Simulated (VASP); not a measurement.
# Al3Ru2 (I4/mmm) in VASP: further runs, part 2 of 3

VASP 6.6.1.

## Step 4: Single point, PBEsol (biaxial strain in the a-b plane: +1.5 %, then relaxed in part)

File INCAR:

```
SYSTEM = Al3Ru2
  ALGO = Fast
  EDIFF = 1E-6
  ENCUT = 520
  GGA = PS
  ISIF = 2
  ISMEAR = 0
  LASPH = .True.
  LCHARG = .False.
  LREAL = .False.
  LWAVE = .False.
  NBANDS = 48
  NELM = 80
  PREC = Accurate
  SIGMA = 0.1
```

File KPOINTS:

```
k-points
0
Gamma
  12 12 4
  0 0 0
```

File POSCAR:

```
Al3Ru2
1.0
    3.1194632402      0.0000000000      0.0000000000
    0.0000000000      3.1194632402      0.0000000000
    0.0000000000      0.0000000000     14.0980269394
Al Ru
6 4
Direct
    0.0000000000      0.0000000000      0.0000000000
    0.5000000000      0.5000000000      0.3054371682
    0.0000000000      0.0000000000      0.1945628318
    0.5000000000      0.5000000000      0.5000000000
    0.0000000000      0.0000000000      0.8054371682
    0.5000000000      0.5000000000      0.6945628318
    0.5000000000      0.5000000000      0.1061600529
    0.0000000000      0.0000000000      0.3938399471
    0.0000000000      0.0000000000      0.6061600529
    0.5000000000      0.5000000000      0.8938399471
```

Potentials or basis: VASP PAW PBE potentials, release 64 (Al, Ru_pv).

The run is started by

```bash
cat potpaw_PBE.64/Al/POTCAR potpaw_PBE.64/Ru_pv/POTCAR > POTCAR
mpirun -np 1 vasp_std > vasp.out
```

OUTCAR:

```text
SYSTEM = Al3Ru2
   EDIFF = 1E-6
   ENCUT = 520
   GGA = PS
   ISIF = 2
   ISMEAR = 0
   LASPH = .True.
   LREAL = .False.
   NELM = 80
   PREC = Accurate

 ion  position               nearest neighbor table
   1  0.000  0.000  0.000-   7 2.67  10 2.67   7 2.67  10 2.67   7 2.67  10 2.67   7 2.67  10 2.67
                             3 2.74   5 2.74
   2  0.500  0.500  0.305-   8 2.53   8 2.53   8 2.53   8 2.53   3 2.70   3 2.70   3 2.70   3 2.70
                             4 2.74   7 2.81
   3  0.000  0.000  0.195-   7 2.53   7 2.53   7 2.53   7 2.53   2 2.70   2 2.70   2 2.70   2 2.70
                             1 2.74   8 2.81
   4  0.500  0.500  0.500-   8 2.67   9 2.67   8 2.67   9 2.67   8 2.67   9 2.67   8 2.67   9 2.67
                             2 2.74   6 2.74
   5  0.000  0.000  0.805-  10 2.53  10 2.53  10 2.53  10 2.53   6 2.70   6 2.70   6 2.70   6 2.70
                             1 2.74   9 2.81
   6  0.500  0.500  0.695-   9 2.53   9 2.53   9 2.53   9 2.53   5 2.70   5 2.70   5 2.70   5 2.70
                             4 2.74  10 2.81
   7  0.500  0.500  0.106-   3 2.53   3 2.53   3 2.53   3 2.53   1 2.67   1 2.67   1 2.67   1 2.67
                             2 2.81  10 2.99
   8  0.000  0.000  0.394-   2 2.53   2 2.53   2 2.53   2 2.53   4 2.67   4 2.67   4 2.67   4 2.67
                             3 2.81   9 2.99
   9  0.000  0.000  0.606-   6 2.53   6 2.53   6 2.53   6 2.53   4 2.67   4 2.67   4 2.67   4 2.67
                             5 2.81   8 2.99
  10  0.500  0.500  0.894-   5 2.53   5 2.53   5 2.53   5 2.53   1 2.67   1 2.67   1 2.67   1 2.67
                             6 2.81   7 2.99

  LATTYP: Found a simple tetragonal cell.
 ALAT       =     3.1194632402
 C/A-ratio  =     4.5193758842

  Lattice vectors:

 A1 = (   3.1194632402,   0.0000000000,   0.0000000000)
 A2 = (   0.0000000000,   3.1194632402,   0.0000000000)
 A3 = (   0.0000000000,   0.0000000000,  14.0980269394)

Analysis of symmetry for initial positions (statically):
=====================================================================
 Subroutine PRICEL returns following result:

  LATTYP: Found a body centered tetragonal cell.
 ALAT       =     3.1194632402
 C/A-ratio  =     4.5193758842

  Lattice vectors:

 A1 = (  -1.5597316201,   1.5597316201,   7.0490134697)
 A2 = (   1.5597316201,  -1.5597316201,   7.0490134697)
 A3 = (   1.5597316201,   1.5597316201,  -7.0490134697)

   2 primitive cells build up your supercell.

 Routine SETGRP: Setting up the symmetry group for a
 simple tetragonal supercell.

 Subroutine GETGRP returns: Found 16 space group operations
 (whereof 16 operations were pure point group operations)
 out of a pool of 16 trial point group operations.

The static configuration has the point symmetry D_4h.

Analysis of symmetry for dynamics (positions and initial velocities):
=====================================================================
 Subroutine PRICEL returns following result:

  LATTYP: Found a body centered tetragonal cell.
 ALAT       =     3.1194632402
 C/A-ratio  =     4.5193758842

  Lattice vectors:

 A1 = (  -1.5597316201,   1.5597316201,   7.0490134697)
 A2 = (   1.5597316201,  -1.5597316201,   7.0490134697)
 A3 = (   1.5597316201,   1.5597316201,  -7.0490134697)

[... 74 lines left out ...]
  0.166667  0.000000  0.000000      4.000000
  0.250000  0.000000  0.000000      4.000000
  0.333333  0.000000  0.000000      4.000000
  0.416667  0.000000  0.000000      4.000000
[... 16 lines left out ...]
  0.333333  0.333333  0.000000      4.000000
  0.416667  0.333333  0.000000      8.000000
 [... further k-points ...]
   k-points           NKPTS =     84   k-points in BZ     NKDIM =     84   number of bands    NBANDS=     48
   number of dos      NEDOS =    301   number of ions     NIONS =     10
   total plane-waves  NPLWV =  62208
   dimension x,y,z NGX =    24 NGY =   24 NGZ =  108
   dimension x,y,z NGXF=    48 NGYF=   48 NGZF=  216
   ions per type =               6   4
   NGX,Y,Z   is equivalent  to a cutoff of  12.79, 12.79, 12.74 a.u.
   NGXF,Y,Z  is equivalent  to a cutoff of  25.58, 25.58, 25.47 a.u.
 SYSTEM =  Al3Ru2
   PREC   = accura    normal or accurate (medium, high low for compatibility)
   ISTART =      0    job   : 0-new  1-cont  2-samecut
   ICHARG =      2    charge: 1-file 2-atom 10-const
   ISPIN  =      1    spin polarized calculation?
   LNONCOLLINEAR =      F non collinear calculations
   LSORBIT =      F    spin-orbit coupling
   LASPH  =      T    aspherical Exc in radial PAW
   ENCUT  =  520.0 eV  38.22 Ry    6.18 a.u.   5.80  5.80 26.21*2*pi/ulx,y,z
   NELM   =     80;   NELMIN=  2; NELMDL= -5     # of ELM steps
   EDIFF  = 0.1E-05   stopping-criterion for ELM
   LREAL  =      F    real-space projection
   EDIFFG = 0.1E-04   stopping-criterion for IOM
   NSW    =      0    number of steps for IOM
   IBRION =     -1    ionic relax: 0-MD 1-quasi-New 2-CG
   NFREE  =      0    steps in history (QN), initial steepest desc. (CG)
   ISIF   =      2    stress and relaxation
   ISYM   =      2    0-nonsym 1-usesym 2-fastsym
   POTIM  = 0.5000    time-step for ionic-motion
   TEBEG  =    0.0;   TEEND  =   0.0 temperature during run
   PSTRESS=    0.0 pullay stress
   NELECT =      74.0000    total number of electrons
   NUPDOWN=      -1.0000    fix difference up-down
   EMIN   =  10.00;   EMAX   =-10.00  energy-range for DOS
   EFERMI =   0.00;   METHOD = LEGACY
   ISMEAR =     0;   SIGMA  =   0.10  broadening in eV -4-tet -1-fermi 0-gaus
   EFERMI_NEDOS =   21; number of points for ismear=-14 and -15
   IALGO  =     68    algorithm
   IMIX   =      4    mixing-type and parameters
     AMIX     =   0.40;   BMIX     =  1.00
     AMIX_MAG =   1.60;   BMIX_MAG =  1.00
  volume/ion in A,a.u.               =      13.72        92.58
  Fermi-wavevector in a.u.,A,eV,Ry     =   1.332640  2.518324 24.162971  1.775928
  Thomas-Fermi vector in A             =   2.461559
   LORBIT       =      0    0 simple, 1 ext, 2 COOP (PROOUT), +10 PAW based schemes
   GGA     = PS    functional components
   LHFCALC =     F    Hartree Fock is set to
   AEXX    =    0.0000 exact exchange contribution
   IVDW    =     0    specifies the selected vdW correction
   LEPSILON=     F    determine dielectric tensor
   LRPA    =     F    only Hartree local field effects (RPA)
 non-spin polarized calculation
 RMM-DIIS sequential band-by-band and
 Gauss-broadening in eV      SIGMA  =   0.10
  energy-cutoff  :      520.00
  volume of cell :      137.19
 maximum number of plane-waves:      3752
 NGX is ok and might be reduce to    24
   NGX = 11   NGY = 11   NGZ = 53

 number of electron      73.9999983 magnetization

 Free energy of the ion-electron system (eV)
  ---------------------------------------------------
  ext. energy  EPLUGINS =         0.00000000
  ---------------------------------------------------
  free energy    TOTEN  =       -71.88482616 eV

  energy without entropy =      -71.86679074  energy(sigma->0) =      -71.87580845

 E-fermi :  10.2142     XC(G=0): -12.2255

 val. band max:       10.2096678936   @ k =   0.2500   0.1667   0.2500
 cond. band min:      10.2175361627   @ k =   0.5000   0.2500   0.2500
 fundamental gap:      0.0078682691
 Fermi energy:        10.2141911420

 k-point     1 :       0.0000    0.0000    0.0000
  band No.  band energies     occupation
      1     -31.6957      2.00000
      2     -31.6938      2.00000
      3     -31.6742      2.00000
      4     -31.6742      2.00000
      5     -31.6741      2.00000
      6     -31.6741      2.00000
[... 1213 lines left out ...]
     47      14.2831      0.00000
     48      14.4191      0.00000

 [... further k-points ...]
[... 5 lines left out ...]
  --------------------------------------------------------------------------------------
  -------------------------------------------------------------------------------------
  Total       -4.6188018     -4.6188018      0.1011012      0.0000000      0.0000000      0.0000000
  in kB      -53.9413516    -53.9413516      1.1807251      0.0000000      0.0000000      0.0000000
  external PRESSURE =     -35.5673260 kB  Pullay stress =       0.0000000 kB

 VOLUME and BASIS-vectors are now :
 -----------------------------------------------------------------------------
  energy-cutoff  :      520.00
  volume of cell :      137.19
      direct lattice vectors                 reciprocal lattice vectors
     3.119463240  0.000000000  0.000000000     0.320567971  0.000000000  0.000000000
     0.000000000  3.119463240  0.000000000     0.000000000  0.320567971  0.000000000
     0.000000000  0.000000000 14.098026939     0.000000000  0.000000000  0.070931912

 POSITION                                       TOTAL-FORCE (eV/Angst)
 -----------------------------------------------------------------------------------
      0.00000      0.00000      0.00000         0.000000      0.000000      0.000000
      1.55973      1.55973      4.30606         0.000000      0.000000     -0.006098
      0.00000      0.00000      2.74295         0.000000      0.000000      0.006098
      1.55973      1.55973      7.04901         0.000000      0.000000      0.000000
      0.00000      0.00000     11.35507         0.000000      0.000000     -0.006098
      1.55973      1.55973      9.79197         0.000000      0.000000      0.006098
      1.55973      1.55973      1.49665         0.000000      0.000000     -0.005345
      0.00000      0.00000      5.55237         0.000000     -0.000000      0.005345
      0.00000      0.00000      8.54566        -0.000000     -0.000000     -0.005345
      1.55973      1.55973     12.60138        -0.000000     -0.000000      0.005345
 -----------------------------------------------------------------------------------
    total drift:                                0.000000     -0.000000      0.000000

  FREE ENERGIE OF THE ION-ELECTRON SYSTEM (eV)
  ---------------------------------------------------
  free  energy   TOTEN  =       -71.8848261633 eV

  energy  without entropy=      -71.8667907420  energy(sigma->0) =      -71.87580845
```

It took 13 min on 1 thread of Oxide Virtual Turin-like, shared host; peak memory 0.48 GiB.

Results:

```
Free energy            : -71.8848 eV
Pressure               : -3.6 GPa
Largest force          : 0.006 eV/Å
Band gap on the k mesh : zero (band 37 reaches 11.36 eV, above the bottom of band 38 at 9.55 eV)
```

Forces in eV/Å, atoms in the order of the input:
```
Al   0.000  0.000  0.000
Al   0.000  0.000 -0.006
Al   0.000  0.000  0.006
Al   0.000  0.000  0.000
Al   0.000  0.000 -0.006
Al   0.000  0.000  0.006
Ru   0.000  0.000 -0.005
Ru   0.000  0.000  0.005
Ru   0.000  0.000 -0.005
Ru   0.000  0.000  0.005
```

Stress tensor (GPa, compression positive):
```
-5.39  0.00  0.00
 0.00 -5.39  0.00
 0.00  0.00  0.12
```

Levels at points of the mesh, in eV from the Fermi level:
| k point | band 35 | band 36 | band 37 | band 38 | band 39 | band 40 | band 41 | band 42 |
| --- | --- | --- | --- | --- | --- | --- | --- | --- |
| (0.00, 0.00, 0.00) | -0.35 | -0.33 | -0.22 | -0.20 | 2.51 | 3.57 | 4.01 | 4.01 |
| (0.50, 0.00, 0.00) | -1.16 | -1.16 | -0.39 | -0.39 | 1.22 | 1.22 | 1.41 | 1.41 |
| (0.50, 0.50, 0.00) | 0.67 | 0.67 | 0.93 | 0.93 | 0.98 | 0.98 | 1.91 | 1.91 |
| (0.00, 0.00, 0.50) | -0.34 | -0.34 | -0.21 | -0.21 | 2.84 | 2.84 | 4.41 | 4.41 |
| (0.50, 0.00, 0.50) | -1.16 | -1.16 | -0.39 | -0.39 | 1.20 | 1.20 | 1.42 | 1.42 |
| (0.50, 0.50, 0.50) | 0.93 | 0.93 | 0.98 | 0.98 | 1.34 | 1.34 | 1.34 | 1.34 |

Caveat: the cell differs from its parent crystal (biaxial strain in the a-b plane: +1.5 %, then relaxed in part); the PAW data sets were made with another functional, which shifts forces and pressure a little.

(Continued in part 3 of 3.)
